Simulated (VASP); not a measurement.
# Pd (P-1) in VASP: relaxation of cell and atoms with PBE

Aim: the relaxation of cell and atoms of Pd with PBE.

Program: VASP 6.6.1. These are calculated values, not measurements. Logs are shortened: lines on timing, memory, paths and dates and some standing lists are left out, and cuts for length are marked.

## 1. The cell of the first run

The typed cell holds 2 atoms: a = 3.479 Å, b = 3.982 Å, c = 3.528 Å, α = 101.07°, β = 108.46°, γ = 114.78°.

The cell was built from a structure type or drawn by symmetry, and may not be a known phase.

## 2. Relaxation of cell and atoms, PBE

INCAR reads:

```
  PREC = Accurate
  ENCUT = 600
  EDIFF = 1E-6
  ISMEAR = 0
  SIGMA = 0.1
  LREAL = F
  LASPH = T
  NELM = 100
  ALGO = Fast
  ISIF = 3
  LWAVE = F
  LCHARG = F
  GGA = PE
  IBRION = 2
  NSW = 90
  EDIFFG = -0.04
```

KPOINTS reads:

```
Automatic mesh
0
Gamma
  6 6 6
```

POSCAR reads:

```
Pd
1.0
    3.4785748648      0.0000000000      0.0000000000
   -1.6689136189      3.6153712210      0.0000000000
   -1.1170863617     -1.2616979802      3.0998467544
Pd
2
Direct
    0.6869183481      0.4176152640      0.3257562422
    0.7171026751      0.8762178092      0.4601068208
```

Potentials or basis: VASP PAW PBE potentials, release 64 (Pd).

The run is started by

```
$ cat potpaw_PBE.64/Pd/POTCAR > POTCAR
$ mpirun -np 1 vasp_std > vasp.out
```

OUTCAR:

```text
PREC = Accurate
   ENCUT = 600
   EDIFF = 1E-6
   ISMEAR = 0
   LREAL = F
   LASPH = T
   NELM = 100
   ISIF = 3
   GGA = PE
   IBRION = 2
   NSW = 90
   EDIFFG = -0.04

 ion  position               nearest neighbor table
   1  0.687  0.418  0.326-   2 1.75   2 2.33   2 3.08   2 3.20   2 3.40
   2  0.717  0.876  0.460-   1 1.75   1 2.33   1 3.08   1 3.20   1 3.40

  LATTYP: Found a triclinic cell.
 ALAT       =     3.5282876347
 B/A-ratio  =     1.1609149742
 C/A-ratio  =     1.1458793167
 COS(alpha) =     0.0173917722
 COS(beta)  =     0.4614882017
 COS(gamma) =     0.5925087673

  Lattice vectors:

 A1 = (   1.1170863617,   1.2616979802,  -3.0998467544)
 A2 = (  -2.3614885031,   1.2616979802,  -3.0998467544)
 A3 = (   1.8096612459,   3.6153712210,   0.0000000000)

Analysis of symmetry for initial positions (statically):
=====================================================================
 Subroutine PRICEL returns:
 Original cell was already a primitive cell.

 Routine SETGRP: Setting up the symmetry group for a
 triclinic supercell.

 Subroutine GETGRP returns: Found  2 space group operations
 (whereof  1 operations were pure point group operations)
 out of a pool of  2 trial point group operations.

The static configuration has the point symmetry C_1 .
 The point group associated with its full space group is S_2 .

Analysis of symmetry for dynamics (positions and initial velocities):
=====================================================================
 Subroutine PRICEL returns:
 Original cell was already a primitive cell.

 Routine SETGRP: Setting up the symmetry group for a
 triclinic supercell.

 Subroutine GETGRP returns: Found  2 space group operations
 (whereof  1 operations were pure point group operations)
 out of a pool of  2 trial point group operations.

The dynamic configuration has the point symmetry C_1 .
 The point group associated with its full space group is S_2 .

 Subroutine INISYM returns: Found  2 space group operations
 (whereof  1 operations are pure point group operations),
 and found     1 'primitive' translations

----------------------------------------------------------------------------------------

                                     Primitive cell

  volume of cell :      38.9847

  direct lattice vectors                    reciprocal lattice vectors
     3.478574865  0.000000000  0.000000000     0.287474049  0.132702654  0.157609085
    -1.668913619  3.615371221  0.000000000     0.000000000  0.276596769  0.112580270
    -1.117086362 -1.261697980  3.099846754     0.000000000  0.000000000  0.322596592

  length of vectors
     3.478574865  3.981982136  3.528287635     0.353683399  0.298630357  0.322596592

  position of ions in fractional coordinates (direct lattice)
     0.686918348  0.417615264  0.325756242
     0.717102675  0.876217809  0.460106821

  ion indices of the primitive-cell ions
   primitive index   ion index
                 1           1
                 2           2

----------------------------------------------------------------------------------------

 KPOINTS: Automatic mesh

Automatic generation of k-mesh.
 Grid dimensions read from file:
 generate k-points for:    6    6    6

 Generating k-lattice:

  Cartesian coordinates                     Fractional coordinates (reciprocal lattice)
     0.047912341  0.022117109  0.026268181     0.166666667  0.000000000  0.000000000
     0.000000000  0.046099462  0.018763378     0.000000000  0.166666667  0.000000000
     0.000000000  0.000000000  0.053766099     0.000000000  0.000000000  0.166666667

  Length of vectors
     0.058947233  0.049771726  0.053766099

  Shift w.r.t. Gamma in fractional coordinates (k-lattice)
     0.000000000  0.000000000  0.000000000

 Subroutine IBZKPT returns following result:
 ===========================================

 Found    112 irreducible k-points:

 Following reciprocal coordinates:
            Coordinates               Weight
  0.000000  0.000000  0.000000      1.000000
  0.166667  0.000000 -0.000000      2.000000
  0.333333 -0.000000  0.000000      2.000000
  0.500000 -0.000000  0.000000      1.000000
  0.000000  0.166667  0.000000      2.000000
  0.166667  0.166667 -0.000000      2.000000
[... 16 lines left out ...]
  0.333333 -0.000000  0.166667      2.000000
  0.500000 -0.000000  0.166667      2.000000
 [... further k-points ...]
   k-points           NKPTS =    112   k-points in BZ     NKDIM =    112   number of bands    NBANDS=     14
   number of dos      NEDOS =    301   number of ions     NIONS =      2
   total plane-waves  NPLWV =  25088
   dimension x,y,z NGX =    28 NGY =   32 NGZ =   28
   dimension x,y,z NGXF=    56 NGYF=   64 NGZF=   56
   ions per type =               2
   NGX,Y,Z   is equivalent  to a cutoff of  13.38, 13.36, 13.19 a.u.
   NGXF,Y,Z  is equivalent  to a cutoff of  26.76, 26.72, 26.39 a.u.
 SYSTEM =  unknown system
   PREC   = accura    normal or accurate (medium, high low for compatibility)
   ISTART =      0    job   : 0-new  1-cont  2-samecut
   ICHARG =      2    charge: 1-file 2-atom 10-const
   ISPIN  =      1    spin polarized calculation?
   LNONCOLLINEAR =      F non collinear calculations
   LSORBIT =      F    spin-orbit coupling
   LASPH  =      T    aspherical Exc in radial PAW
   ENCUT  =  600.0 eV  44.10 Ry    6.64 a.u.   6.95  7.95  7.05*2*pi/ulx,y,z
   NELM   =    100;   NELMIN=  2; NELMDL= -5     # of ELM steps
   EDIFF  = 0.1E-05   stopping-criterion for ELM
   LREAL  =      F    real-space projection
   EDIFFG = -.4E-01   stopping-criterion for IOM
   NSW    =     90    number of steps for IOM
   IBRION =      2    ionic relax: 0-MD 1-quasi-New 2-CG
   NFREE  =      1    steps in history (QN), initial steepest desc. (CG)
   ISIF   =      3    stress and relaxation
   ISYM   =      2    0-nonsym 1-usesym 2-fastsym
   POTIM  = 0.5000    time-step for ionic-motion
   TEBEG  =    0.0;   TEEND  =   0.0 temperature during run
   PSTRESS=    0.0 pullay stress
   NELECT =      20.0000    total number of electrons
   NUPDOWN=      -1.0000    fix difference up-down
   EMIN   =  10.00;   EMAX   =-10.00  energy-range for DOS
   EFERMI =   0.00;   METHOD = LEGACY
   ISMEAR =     0;   SIGMA  =   0.10  broadening in eV -4-tet -1-fermi 0-gaus
   EFERMI_NEDOS =   21; number of points for ismear=-14 and -15
   IALGO  =     68    algorithm
   IMIX   =      4    mixing-type and parameters
     AMIX     =   0.40;   BMIX     =  1.00
     AMIX_MAG =   1.60;   BMIX_MAG =  1.00
  volume/ion in A,a.u.               =      19.49       131.54
  Fermi-wavevector in a.u.,A,eV,Ry     =   1.310549  2.476579 23.368540  1.717539
  Thomas-Fermi vector in A             =   2.441072
   LORBIT       =      0    0 simple, 1 ext, 2 COOP (PROOUT), +10 PAW based schemes
   GGA     = PE    functional components
   LHFCALC =     F    Hartree Fock is set to
   AEXX    =    0.0000 exact exchange contribution
   IVDW    =     0    specifies the selected vdW correction
   LEPSILON=     F    determine dielectric tensor
   LRPA    =     F    only Hartree local field effects (RPA)
 conjugate gradient relaxation of ions
 non-spin polarized calculation
 RMM-DIIS sequential band-by-band and
 Gauss-broadening in eV      SIGMA  =   0.10
  energy-cutoff  :      600.00
  volume of cell :       38.98
 maximum number of plane-waves:      1316
   NGX = 13   NGY = 15   NGZ = 15

--------------------------------------- Ionic step        1  -------------------------------------------

 number of electron      19.9999999 magnetization

 Free energy of the ion-electron system (eV)
  ---------------------------------------------------
  ext. energy  EPLUGINS =         0.00000000
  ---------------------------------------------------
  free energy    TOTEN  =        -2.00796695 eV

  energy without entropy =       -1.99493163  energy(sigma->0) =       -2.00144929

------------------------ aborting loop because EDIFF is reached ----------------------------------------

  FORCE on cell =-STRESS in cart. coord.  units (eV):
  Direction    XX          YY          ZZ          XY          YZ          ZX
  --------------------------------------------------------------------------------------
  -------------------------------------------------------------------------------------
  Total        6.2821151     31.0528977     -0.8941140    -18.4803890      7.2377387     -4.2916003
  in kB      258.1796437   1276.1985267    -36.7459091   -759.4990159    297.4534486   -176.3743272
  external PRESSURE =     499.2107538 kB  Pullay stress =       0.0000000 kB
[... 89 lines left out ...]
  FREE ENERGIE OF THE ION-ELECTRON SYSTEM (eV)
  ---------------------------------------------------
  free  energy   TOTEN  =         9.8635243162 eV

  energy  without entropy=        9.8819137926  energy(sigma->0) =        9.87271905

 E-fermi :   2.9148     XC(G=0):  -9.4996

 val. band max:        2.9116388681   @ k =  -0.1667   0.1667   0.1667
 cond. band min:       2.9236698670   @ k =  -0.1667   0.0000   0.1667
 fundamental gap:      0.0120309989
 Fermi energy:         2.9148099451

 k-point     1 :       0.0000    0.0000    0.0000
  band No.  band energies     occupation
      1      -1.1159      2.00000
      2      -0.3679      2.00000
      3      -0.0548      2.00000
      4       0.5816      2.00000
      5       0.9305      2.00000
      6       1.5151      2.00000
      7       1.5648      2.00000
      8       1.9639      2.00000
      9       2.1813      2.00000
     10       2.4816      2.00000
     11       3.1145      0.00475
     12       9.8060      0.00000
     13       9.8601      0.00000
     14      11.8048      0.00000
[... 379 lines left out ...]
      3       0.3587      2.00000
      4       0.4734      2.00000
      5       1.4442      2.00000
      6       1.7773      2.00000
      7       1.9144      2.00000
      8       2.1974      2.00000
      9       2.5326      2.00000
     10       2.7871      1.92912
     11       4.6098      0.00000
     12       5.0444      0.00000
     13       6.5344      0.00000
     14       9.1021      0.00000

 [... further k-points ...]

[... ionic steps 4 to 45 ...]

--------------------------------------- Ionic step       46  -------------------------------------------

 number of electron      19.9999997 magnetization

------------------------ aborting loop because EDIFF is reached ----------------------------------------
[... 67 lines left out ...]
--------------------------------------- Ionic step       48  -------------------------------------------

 number of electron      19.9999997 magnetization

 Free energy of the ion-electron system (eV)
  ---------------------------------------------------
  ext. energy  EPLUGINS =         0.00000000
  ---------------------------------------------------
  free energy    TOTEN  =       -10.44177271 eV

  energy without entropy =      -10.41076092  energy(sigma->0) =      -10.42626682

 E-fermi :   9.1993     XC(G=0): -12.9959

 val. band max:        9.1974706950   @ k =  -0.3333   0.1667   0.1667
 cond. band min:       9.2006150193   @ k =  -0.1667   0.1667   0.1667
 fundamental gap:      0.0031443243
 Fermi energy:         9.1992852673

 k-point     1 :       0.0000    0.0000    0.0000
  band No.  band energies     occupation
      1       2.3605      2.00000
      2       4.1097      2.00000
      3       4.3844      2.00000
      4       6.4845      2.00000
      5       6.5245      2.00000
      6       6.5764      2.00000
      7       8.0252      2.00000
      8       8.0842      2.00000
      9       9.1652      1.36990
     10       9.4727      0.00011
     11       9.5008      0.00002
     12      12.6771      0.00000
     13      19.7867      0.00000
     14      22.2246      0.00000
[... 420 lines left out ...]
  FREE ENERGIE OF THE ION-ELECTRON SYSTEM (eV)
  ---------------------------------------------------
  free  energy   TOTEN  =       -10.4417727125 eV

  energy  without entropy=      -10.4107609181  energy(sigma->0) =      -10.42626682

 reached required accuracy - stopping structural energy minimisation
```

Run time: 17 min. Hardware: 1 thread of Intel Xeon 6975P-C (Granite Rapids), shared host; peak memory 0.24 GiB.

What came out:

```yaml
Free_energy: -10.4418 eV
Relaxed_volume: 15.22 Å³/atom
Relaxed_cell: a = 2.787 Å, b = 5.542 Å, c = 2.787 Å, α = 119.79°, β = 90.27°, γ = 120.03°
Space_group_after_relaxing_to_0.1_Å: Fm-3m (No. 225)
Pressure_after_relaxing: 0.2 GPa
Largest_force_after_relaxing: 0.036 eV/Å
Band_gap_on_the_k_mesh: zero (bands 10 and 11 overlap by 0.94 eV)
```

Forces in eV/Å, atoms in the order of the input:
```
Pd  -0.018 -0.002 -0.031
Pd   0.018  0.002  0.031
```

Final structure:
```
CELL_PARAMETERS angstrom
2.71826 -0.58178 0.20459
-1.70203 5.27055 -0.18480
-0.51393 -1.54239 2.26320
ATOMIC_POSITIONS crystal
Pd 0.70316 0.39727 0.39415
Pd 0.70086 0.89656 0.39171
```

Levels at points of the mesh, in eV from the Fermi level:
```
           k point  band 6  band 7  band 8  band 9  band 10  band 11  band 12  band 13  band 14
(0.00, 0.00, 0.00)   -2.62   -1.17   -1.12   -0.03     0.27     0.30     3.48    10.59    13.03
(0.50, 0.00, 0.00)   -2.66   -0.03   -0.02    0.00     0.01     1.14     1.14     7.11     7.11
(0.00, 0.50, 0.00)   -1.65   -1.48   -1.47   -1.47    -1.46    -0.63    -0.62    17.80    17.86
(0.50, 0.50, 0.00)   -2.87   -1.76   -1.76   -1.21    -1.19     2.25     2.27    12.47    12.51
(0.00, 0.00, 0.50)   -2.67   -0.02   -0.02    0.00     0.02     1.12     1.18     7.06     7.17
(0.50, 0.00, 0.50)   -0.03    0.27    0.28    0.30     0.31     3.33     3.42    10.38    10.50
(0.00, 0.50, 0.50)   -2.87   -1.77   -1.76   -1.22    -1.19     2.26     2.28    12.43    12.50
(0.50, 0.50, 0.50)   -3.17   -1.23   -1.23    0.28     0.28     8.73     8.75     8.81     8.83
```

Caveat: the volume moved by over 15 % at a fixed basis, so the end points are rough.
